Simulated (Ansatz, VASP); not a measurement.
**VN: VASP beside Ansatz**

```
V N
1.0
     0.00000    2.06400    2.06400
     2.06400    0.00000    2.06400
     2.06400    2.06400    0.00000
V N
1 1
Direct
  0.00000 0.00000 0.00000
  0.50000 0.50000 0.50000
```

Alike in both runs: task relaxation of cell and atoms; functional PBE; k mesh 18 × 18 × 18; occupations gaussian, width 0.1 eV; collinear spin.

```csv
,VASP,Ansatz
version,VASP 6.6.1,Ansatz 0.2.0
potentials or method,"VASP PAW PBE potentials, release 64 (V_sv, N), cutoff 600 eV","scalar-relativistic, plane waves, PAW"
valence electrons in the cell,18,18
```

|  | VASP | Ansatz | Ansatz less VASP |
| --- | --- | --- | --- |
| gap on the k mesh at the Fermi level, each at its own relaxed structure (eV) | none | none | - |
| net moment per atom (μB) | 0.00 | 0.00 | 0.000 |
| relaxed volume (Å³/atom) | 8.74 | 8.72 | -0.018 |
| relaxed cell length with the largest relative difference (Å) | 2.913 | 2.911 | -0.0020 |

A gap of «none» marks a metal or a gap that the smearing closes. Ansatz's warnings: seeded moment not kept.

Noted on VASP's run: too few bands were computed for a metal, which touches its energy and stress.
